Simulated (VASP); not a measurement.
Write the native input for VASP 6.6.1 that does the following.

* Task: single point
* Functional: PBE
* Potentials or basis: VASP PAW PBE potentials, release 64 (In_d, Se)
* Cutoff: 520 eV
* k mesh: 12 × 12 × 6
* Occupations: gaussian, width 0.15 eV
* Spin: no spin polarisation
* Dipole correction: no
* Further INCAR settings: ALGO = Normal; EDIFF = 1e-06; NBANDS = 34

The structure of InSe2 lies in POSCAR:

```
InSe2
1.0
    3.7318975417      0.0000000000      0.0000000000
    0.0000000000      3.7318975417      0.0000000000
    0.0000000000      0.0000000000     10.5111377570
In Se
2 4
Direct
    0.0000000000      0.5000000000      0.7035851637
    0.5000000000      0.0000000000      0.2964148363
    0.0000000000      0.5000000000      0.3657877574
    0.5000000000      0.0000000000      0.6342122426
    0.0000000000      0.0000000000      0.0000000000
    0.5000000000      0.5000000000      0.0000000000
```

This cell differs from its parent crystal: strain -0.040 along x and y, +0.080 along z.

One way to write it, as run:

INCAR

```
SYSTEM = InSe2
PREC     = Accurate       ! precision mode
ENCUT    = 520            ! plane-wave cutoff, eV
EDIFF    = 1E-6           ! SCF threshold, eV
ISMEAR   = 0              ! smearing method
SIGMA    = 0.15           ! smearing width, eV
LREAL    = .FALSE.        ! projectors in reciprocal space
LASPH    = .TRUE.         ! aspherical terms in the spheres
NELM     = 80             ! most SCF steps
ALGO     = Normal         ! electronic algorithm
ISIF     = 2              ! what is computed and relaxed
LWAVE    = .FALSE.        ! write WAVECAR
LCHARG   = .FALSE.        ! write CHGCAR
GGA      = PE             ! functional
NBANDS   = 34             ! bands
```

KPOINTS

```
regular mesh
0
G
  12 12 6
  0 0 0
```

Potentials or basis: VASP PAW PBE potentials, release 64 (In_d, Se).

The run is started by

```console
$ cat potpaw_PBE.64/In_d/POTCAR potpaw_PBE.64/Se/POTCAR > POTCAR
$ mpirun -np 1 vasp_std > vasp.out
```

Results of the run:

```json
{
 "Pressure": "4.9 GPa",
 "Largest force": "0.399 eV/Å",
 "Band gap on the k mesh": "zero (band 25 reaches 6.04 eV, above the bottom of band 26 at 3.61 eV)"
}
```

Caveat: the cell differs from its parent crystal (strain -0.040 along x and y, +0.080 along z); spin-orbit coupling is left out, which moves the levels of the heavy elements.

Run time: 3.3 min on 1 thread of Intel(R) Xeon(R) 6975P-C (Granite Rapids), on a shared host, peak memory 0.55 GiB.
